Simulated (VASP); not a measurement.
A run of VASP 6.6.1:

The input INCAR:

```
  PREC = Accurate
  ENCUT = 520
  EDIFF = 1E-7
  ISMEAR = 0
  SIGMA = 0.05
  LREAL = False
  LASPH = True
  NELM = 80
  ALGO = Normal
  ISIF = 2
  LWAVE = False
  LCHARG = False
  GGA = PE
  NBANDS = 35
```

Contents of KPOINTS:

```
Automatic mesh
0
Gamma
  9 9 2
```

Contents of POSCAR:

```
WSe2
1.0
   -3.3206937274      0.0000000000      0.0000000000
   -1.6603468637     -2.8758051261      0.0000000000
   -2.4905202955     -1.4379025631     15.2573262715
W Se
2 4
Direct
    0.2083333333      0.2083333333      0.2500000000
    0.2916666667      0.2916666667      0.7500000000
    0.0133233716      0.0133233716      0.6400199235
    0.5966567049      0.5966567049      0.1400199235
   -0.0966567049     -0.0966567049      0.8599800765
    0.4866766284      0.4866766284      0.3599800765
```

Potentials or basis: VASP PAW PBE potentials, release 64 (W_sv, Se).

The run is started by

```sh
$ cat potpaw_PBE.64/W_sv/POTCAR potpaw_PBE.64/Se/POTCAR > POTCAR
$ mpirun -np 1 vasp_std > vasp.out
```

Hardware: 1 thread of Intel Xeon 8259CL, on a shared host.

Task: How long does it take, and how much memory?

Result: Run time: 9.1 min on 1 thread of Intel Xeon 8259CL, with other jobs on the host, peak memory 0.42 GiB. Counts: scf iterations 17, k points 50.
